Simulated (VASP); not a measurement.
# CdTe (zincblende type) (F-43m) in VASP: notebook

Runs on CdTe (zincblende type). Level: LDA. Tasks: single point.

Everything below comes from runs of VASP 6.6.1. Logs are shortened: lines on timing, memory, paths and dates and some standing lists are left out, and cuts for length are marked.

## Step 1: The cell of the first run

The structure is cubic, space group F-43m (No. 216). Conventional cell: a = 6.277 Å, b = 6.277 Å, c = 6.277 Å, α = 90.00°, β = 90.00°, γ = 90.00°. Cd (site symmetry -43m) has 4 Te at 2.72 Å within 3.6 Å. Within 3.6 Å of Te (site symmetry -43m) lie 4 Cd at 2.72 Å.

## Step 2: Single point, LDA (30.91 Å³/atom)

Contents of INCAR:

```
SYSTEM = CdTe
ALGO = Normal
EDIFF = 1E-7
ENCUT = 520
GGA = CA
ISIF = 2
ISMEAR = -1
LASPH = .True.
LCHARG = .True.
LELF = .True.
LREAL = .False.
LVHAR = .True.
LWAVE = .False.
NBANDS = 16
NELM = 60
PREC = Accurate
SIGMA = 0.05
```

Contents of KPOINTS:

```
k-points
0
Gamma
  12 12 12
  0 0 0
```

Contents of POSCAR:

```
CdTe
1.0
    0.0000000000      3.1382987807      3.1382987807
    3.1382987807      0.0000000000      3.1382987807
    3.1382987807      3.1382987807      0.0000000000
Cd Te
1 1
Direct
    0.0000000000      0.0000000000      0.0000000000
    0.2500000000      0.2500000000      0.2500000000
```

Potentials or basis: VASP PAW LDA potentials, release 64 (Cd, Te).

Run with:

```sh
cat potpaw_LDA.64/Cd/POTCAR potpaw_LDA.64/Te/POTCAR > POTCAR
mpirun -np 1 vasp_std > vasp.out
```

OUTCAR:

```text
SYSTEM = CdTe
   EDIFF = 1E-7
   ENCUT = 520
   GGA = CA
   ISIF = 2
   ISMEAR = -1
   LASPH = .True.
   LREAL = .False.
   NELM = 60
   PREC = Accurate

 ion  position               nearest neighbor table
   1  0.000  0.000  0.000-   2 2.72   2 2.72   2 2.72   2 2.72
   2  0.250  0.250  0.250-   1 2.72   1 2.72   1 2.72   1 2.72

  LATTYP: Found a face centered cubic cell.
 ALAT       =     6.2765975614

  Lattice vectors:

 A1 = (   0.0000000000,   3.1382987807,   3.1382987807)
 A2 = (   3.1382987807,   0.0000000000,   3.1382987807)
 A3 = (   3.1382987807,   3.1382987807,   0.0000000000)

Analysis of symmetry for initial positions (statically):
=====================================================================
 Subroutine PRICEL returns:
 Original cell was already a primitive cell.

 Routine SETGRP: Setting up the symmetry group for a
 face centered cubic supercell.

 Subroutine GETGRP returns: Found 24 space group operations
 (whereof 24 operations were pure point group operations)
 out of a pool of 48 trial point group operations.

The static configuration has the point symmetry T_d .

Analysis of symmetry for dynamics (positions and initial velocities):
=====================================================================
 Subroutine PRICEL returns:
 Original cell was already a primitive cell.

 Routine SETGRP: Setting up the symmetry group for a
 face centered cubic supercell.

 Subroutine GETGRP returns: Found 24 space group operations
 (whereof 24 operations were pure point group operations)
 out of a pool of 48 trial point group operations.

The dynamic configuration has the point symmetry T_d .

 Subroutine INISYM returns: Found 24 space group operations
 (whereof 24 operations are pure point group operations),
 and found     1 'primitive' translations

----------------------------------------------------------------------------------------

                                     Primitive cell

  volume of cell :      61.8177

  direct lattice vectors                    reciprocal lattice vectors
     0.000000000  3.138298781  3.138298781    -0.159321988  0.159321988  0.159321988
     3.138298781  0.000000000  3.138298781     0.159321988 -0.159321988  0.159321988
     3.138298781  3.138298781  0.000000000     0.159321988  0.159321988 -0.159321988

  length of vectors
     4.438224698  4.438224698  4.438224698     0.275953778  0.275953778  0.275953778

  position of ions in fractional coordinates (direct lattice)
     0.000000000  0.000000000  0.000000000
     0.250000000  0.250000000  0.250000000

  ion indices of the primitive-cell ions
   primitive index   ion index
                 1           1
                 2           2

----------------------------------------------------------------------------------------

 KPOINTS: k-points

Automatic generation of k-mesh.
 Grid dimensions read from file:
 generate k-points for:   12   12   12

 Generating k-lattice:

  Cartesian coordinates                     Fractional coordinates (reciprocal lattice)
    -0.013276832  0.013276832  0.013276832     0.083333333  0.000000000  0.000000000
     0.013276832 -0.013276832  0.013276832     0.000000000  0.083333333  0.000000000
     0.013276832  0.013276832 -0.013276832     0.000000000  0.000000000  0.083333333

  Length of vectors
     0.022996148  0.022996148  0.022996148

  Shift w.r.t. Gamma in fractional coordinates (k-lattice)
     0.000000000  0.000000000  0.000000000

 Subroutine IBZKPT returns following result:
 ===========================================

 Found     72 irreducible k-points:

 Following reciprocal coordinates:
            Coordinates               Weight
  0.000000  0.000000  0.000000      1.000000
  0.083333  0.000000  0.000000      8.000000
  0.166667  0.000000  0.000000      8.000000
  0.250000  0.000000  0.000000      8.000000
  0.333333  0.000000  0.000000      8.000000
  0.416667  0.000000  0.000000      8.000000
[... 16 lines left out ...]
  0.500000  0.166667  0.000000     24.000000
 -0.416667  0.166667  0.000000     24.000000
 [... further k-points ...]
   k-points           NKPTS =     72   k-points in BZ     NKDIM =     72   number of bands    NBANDS=     16
   number of dos      NEDOS =    301   number of ions     NIONS =      2
   total plane-waves  NPLWV =  46656
   dimension x,y,z NGX =    36 NGY =   36 NGZ =   36
   dimension x,y,z NGXF=    72 NGYF=   72 NGZF=   72
   ions per type =               1   1
   NGX,Y,Z   is equivalent  to a cutoff of  13.48, 13.48, 13.48 a.u.
   NGXF,Y,Z  is equivalent  to a cutoff of  26.97, 26.97, 26.97 a.u.
 SYSTEM =  CdTe
   PREC   = accura    normal or accurate (medium, high low for compatibility)
   ISTART =      0    job   : 0-new  1-cont  2-samecut
   ICHARG =      2    charge: 1-file 2-atom 10-const
   ISPIN  =      1    spin polarized calculation?
   LNONCOLLINEAR =      F non collinear calculations
   LSORBIT =      F    spin-orbit coupling
   LASPH  =      T    aspherical Exc in radial PAW
   ENCUT  =  520.0 eV  38.22 Ry    6.18 a.u.   8.25  8.25  8.25*2*pi/ulx,y,z
   NELM   =     60;   NELMIN=  2; NELMDL= -5     # of ELM steps
   EDIFF  = 0.1E-06   stopping-criterion for ELM
   LREAL  =      F    real-space projection
   EDIFFG = 0.1E-05   stopping-criterion for IOM
   NSW    =      0    number of steps for IOM
   IBRION =     -1    ionic relax: 0-MD 1-quasi-New 2-CG
   NFREE  =      0    steps in history (QN), initial steepest desc. (CG)
   ISIF   =      2    stress and relaxation
   ISYM   =      2    0-nonsym 1-usesym 2-fastsym
   POTIM  = 0.5000    time-step for ionic-motion
   TEBEG  =    0.0;   TEEND  =   0.0 temperature during run
   PSTRESS=    0.0 pullay stress
   NELECT =      18.0000    total number of electrons
   NUPDOWN=      -1.0000    fix difference up-down
   EMIN   =  10.00;   EMAX   =-10.00  energy-range for DOS
   EFERMI =   0.00;   METHOD = LEGACY
   ISMEAR =    -1;   SIGMA  =   0.05  broadening in eV -4-tet -1-fermi 0-gaus
   EFERMI_NEDOS =   21; number of points for ismear=-14 and -15
   IALGO  =     38    algorithm
   IMIX   =      4    mixing-type and parameters
     AMIX     =   0.40;   BMIX     =  1.00
     AMIX_MAG =   1.60;   BMIX_MAG =  1.00
  volume/ion in A,a.u.               =      30.91       208.58
  Fermi-wavevector in a.u.,A,eV,Ry     =   1.085079  2.050502 16.019453  1.177397
  Thomas-Fermi vector in A             =   2.221184
   LORBIT       =      0    0 simple, 1 ext, 2 COOP (PROOUT), +10 PAW based schemes
   GGA     = CA    functional components
   LHFCALC =     F    Hartree Fock is set to
   AEXX    =    0.0000 exact exchange contribution
   IVDW    =     0    specifies the selected vdW correction
   LEPSILON=     F    determine dielectric tensor
   LRPA    =     F    only Hartree local field effects (RPA)
 non-spin polarized calculation
  energy-cutoff  :      520.00
  volume of cell :       61.82
 maximum number of plane-waves:      1687
 NGX is ok and might be reduce to    36
   NGX = 17   NGY = 17   NGZ = 17

 number of electron      18.0000003 magnetization

 Free energy of the ion-electron system (eV)
  ---------------------------------------------------
  ext. energy  EPLUGINS =         0.00000000
  ---------------------------------------------------
  free energy    TOTEN  =        -6.00499556 eV

  energy without entropy =       -6.00499489  energy(sigma->0) =       -6.00499523

 E-fermi :   3.5781     XC(G=0):  -9.3665

 val. band max:        3.0995550750   @ k =   0.0000   0.0000   0.0000
 cond. band min:       3.9512911420   @ k =   0.0000   0.0000   0.0000
 fundamental gap:      0.8517360670
 Fermi energy:         3.5780671674

 k-point     1 :       0.0000    0.0000    0.0000
  band No.  band energies     occupation
      1      -8.7424      2.00000
      2      -5.5810      2.00000
      3      -5.5810      2.00000
      4      -5.5810      2.00000
      5      -5.2383      2.00000
      6      -5.2383      2.00000
[... 8 lines left out ...]
     15      12.5997      0.00000
     16      12.5997      0.00000

 k-point     2 :       0.0833    0.0000    0.0000
  band No.  band energies     occupation
      1      -8.7091      2.00000
      2      -5.5742      2.00000
      3      -5.5742      2.00000
      4      -5.5604      2.00000
      5      -5.2391      2.00000
      6      -5.2391      2.00000
[... 8 lines left out ...]
     15      12.0061      0.00000
     16      12.0061      0.00000

 k-point     3 :       0.1667    0.0000    0.0000
  band No.  band energies     occupation
      1      -8.6173      2.00000
      2      -5.5564      2.00000
      3      -5.5564      2.00000
      4      -5.4918      2.00000
      5      -5.2404      2.00000
      6      -5.2404      2.00000
[... 8 lines left out ...]
     15      11.5412      0.00000
     16      11.5412      0.00000

 k-point     4 :       0.2500    0.0000    0.0000
  band No.  band energies     occupation
      1      -8.4911      2.00000
      2      -5.5339      2.00000
      3      -5.5339      2.00000
      4      -5.3595      2.00000
      5      -5.2397      2.00000
      6      -5.2397      2.00000
[... 8 lines left out ...]
     15      11.5204      0.00000
     16      11.5204      0.00000
[... 324 lines left out ...]
 k-point    22 :       0.4167    0.1667    0.0000
  band No.  band energies     occupation
      1      -8.2657      2.00000
      2      -5.4885      2.00000
      3      -5.4682      2.00000
      4      -5.2861      2.00000
      5      -5.2198      2.00000
      6      -4.9829      2.00000
[... 8 lines left out ...]
     15      12.9063      0.00000
     16      13.5570      0.00000

 k-point    23 :       0.5000    0.1667    0.0000
  band No.  band energies     occupation
      1      -8.2038      2.00000
      2      -5.4816      2.00000
      3      -5.4630      2.00000
      4      -5.2640      2.00000
      5      -5.2235      2.00000
      6      -4.7856      2.00000
[... 8 lines left out ...]
     15      13.2281      0.00000
     16      13.6404      0.00000

 k-point    24 :      -0.4167    0.1667    0.0000
  band No.  band energies     occupation
      1      -8.1960      2.00000
      2      -5.4797      2.00000
      3      -5.4675      2.00000
      4      -5.2492      2.00000
      5      -5.2331      2.00000
      6      -4.7472      2.00000
[... 8 lines left out ...]
     15      12.5857      0.00000
     16      12.9799      0.00000

 [... further k-points ...]

------------------------ aborting loop because EDIFF is reached ----------------------------------------

  FORCE on cell =-STRESS in cart. coord.  units (eV):
  Direction    XX          YY          ZZ          XY          YZ          ZX
  --------------------------------------------------------------------------------------
  -------------------------------------------------------------------------------------
  Total        1.4283786      1.4283786      1.4283786      0.0000000      0.0000000      0.0000000
  in kB       37.0203959     37.0203959     37.0203959      0.0000000      0.0000000      0.0000000
  external PRESSURE =      37.0203959 kB  Pullay stress =       0.0000000 kB

 VOLUME and BASIS-vectors are now :
 -----------------------------------------------------------------------------
  energy-cutoff  :      520.00
  volume of cell :       61.82
      direct lattice vectors                 reciprocal lattice vectors
     0.000000000  3.138298781  3.138298781    -0.159321988  0.159321988  0.159321988
     3.138298781  0.000000000  3.138298781     0.159321988 -0.159321988  0.159321988
     3.138298781  3.138298781  0.000000000     0.159321988  0.159321988 -0.159321988

 POSITION                                       TOTAL-FORCE (eV/Angst)
 -----------------------------------------------------------------------------------
      0.00000      0.00000      0.00000         0.000000      0.000000      0.000000
      1.56915      1.56915      1.56915        -0.000000     -0.000000     -0.000000
 -----------------------------------------------------------------------------------
    total drift:                                0.000000      0.000000      0.000000

  FREE ENERGIE OF THE ION-ELECTRON SYSTEM (eV)
  ---------------------------------------------------
  free  energy   TOTEN  =        -6.0049955637 eV

  energy  without entropy=       -6.0049948918  energy(sigma->0) =       -6.00499523
```

It took 1.7 min on 1 thread of Intel Xeon 8259CL, shared host; peak memory 0.22 GiB.

What came out:

- Free energy: -6.0050 eV
- Pressure: 3.7 GPa
- Band gap on the k mesh: 0.85 eV

Levels at points of the mesh, in eV from the valence-band top:
```
           k point  band 7  band 8  band 9  band 10  band 11  band 12
(0.00, 0.00, 0.00)    0.00    0.00    0.00     0.85     4.42     4.42
(0.50, 0.00, 0.00)   -5.09   -0.94   -0.94     1.75     5.05     5.05
(0.50, 0.50, 0.00)   -4.87   -2.25   -2.25     2.22     2.50     9.20
```

Caveat: the cell stands under pressure; spin-orbit coupling is left out, which moves the levels of the heavy elements.

## Step 3: Single point, LDA

This run uses another cell than the first one, of 32.88 Å³/atom.

Contents of INCAR:

```
  PREC = Accurate
  ENCUT = 520
  EDIFF = 1E-6
  ISMEAR = -1
  SIGMA = 0.05
  LREAL = F
  LASPH = T
  NELM = 80
  ALGO = Normal
  ISIF = 2
  LWAVE = F
  LCHARG = F
  NBANDS = 16
```

Contents of KPOINTS:

```
Automatic mesh
0
Gamma
  12 12 12
```

Contents of POSCAR:

```
CdTe
1.0
    0.0000000000      3.2036987384      3.2036987384
    3.2036987384      0.0000000000      3.2036987384
    3.2036987384      3.2036987384      0.0000000000
Cd Te
1 1
Direct
    0.0000000000      0.0000000000      0.0000000000
    0.2500000000      0.2500000000      0.2500000000
```

Potentials or basis: VASP PAW LDA potentials, release 64 (Cd, Te).

Run with:

```sh
cat potpaw_LDA.64/Cd/POTCAR potpaw_LDA.64/Te/POTCAR > POTCAR
mpirun -np 1 vasp_std > vasp.out
```

It took 87 s on 1 thread of Intel Xeon 8259CL, shared host; peak memory 0.23 GiB.

Results (log left out):

```yaml
Free_energy: -6.0520 eV
Pressure: 0.3 GPa
Band_gap_on_the_k_mesh: 0.66 eV
```

Levels at points of the mesh, in eV from the valence-band top:
| k point | band 7 | band 8 | band 9 | band 10 | band 11 | band 12 |
| --- | --- | --- | --- | --- | --- | --- |
| (0.00, 0.00, 0.00) | 0.00 | 0.00 | 0.00 | 0.66 | 4.48 | 4.48 |
| (0.50, 0.00, 0.00) | -4.70 | -0.84 | -0.84 | 1.69 | 5.08 | 5.08 |
| (0.50, 0.50, 0.00) | -4.55 | -2.01 | -2.01 | 2.37 | 2.54 | 8.83 |

Caveat: spin-orbit coupling is left out, which moves the levels of the heavy elements.

(Continued in part 2 of 2.)
